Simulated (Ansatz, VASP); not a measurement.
# BaS: VASP beside Ansatz

```
Ba S
1.0
     0.00091    6.42818    6.42793
     3.21432    0.00003    3.21438
     3.21444    3.21462   -0.00008
Ba S
2 2
Direct
  0.24367 0.50656 0.50088
  0.74375 0.50642 0.50077
  0.99372 0.00643 0.00105
  0.49373 0.00619 0.00103
```

Change from the starting cell: atoms moved at random (sigma 0.05 Å), then relaxed.

Alike in both runs: functional PBE; k mesh 7 × 7 × 7; occupations gaussian, width 0.05 eV; no spin polarisation.

Ansatz relaxed the structure, and its values are those at the end. VASP's run is a single point on that final structure, the one shown.

|  | VASP | Ansatz |
| --- | --- | --- |
| version | VASP 6.6.1 | Ansatz 0.2.0 |
| potentials or method | VASP PAW PBE potentials, release 64 (Ba_sv, S), cutoff 520 eV | scalar-relativistic, plane waves, PAW |
| valence electrons in the cell | 32 | 32 |

```tsv
	VASP	Ansatz	Ansatz less VASP
gap on the k mesh at the Fermi level (eV)	2.20	2.29	+0.093
least direct gap on the mesh (eV)	2.35	2.41	+0.063
pressure (GPa)	0.5	0.0	-0.55
```

The functional is the same, so the differences come from potentials, cutoffs and numerics.

Spin-orbit coupling is off throughout.
